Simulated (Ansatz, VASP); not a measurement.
# One calculation of BP, two programs

```
B P
1.0
     0.00000    2.08748    2.45052
     2.08748    0.00000    2.45052
     2.08748    2.08748    0.00000
B P
1 1
Direct
  0.00000 0.00000 0.00000
  0.75000 0.75000 0.75000
```

Change from the starting cell: strain -0.080 along x and y, +0.080 along z, atoms carried along.

Alike in both runs: task single point; functional LDA; k mesh 10 × 10 × 10; occupations gaussian, width 0.05 eV; no spin polarisation.

```csv
,VASP,Ansatz
version,VASP 6.6.1,Ansatz 0.2.0
potentials or method,"VASP PAW LDA potentials, release 64 (B, P), cutoff 500 eV","scalar-relativistic, plane waves, PAW"
valence electrons in the cell,8,8
```

VASP gave:

| Quantity | Value |
| --- | --- |
| gap on the k mesh at the Fermi level (eV) | none |
| pressure (GPa) | 10.6 |
| traceless stress, the component that is largest in VASP (GPa) | -36.85 |

Question: Which values does Ansatz return?

Answer: gap on the k mesh at the Fermi level (eV): none; pressure (GPa): 10.7; traceless stress, the component that is largest in VASP (GPa): -36.81.

LDA's correlation is that of Perdew and Zunger in VASP and of Perdew and Wang (1992) in Ansatz. A gap of «none» marks a metal or a gap that the smearing closes.
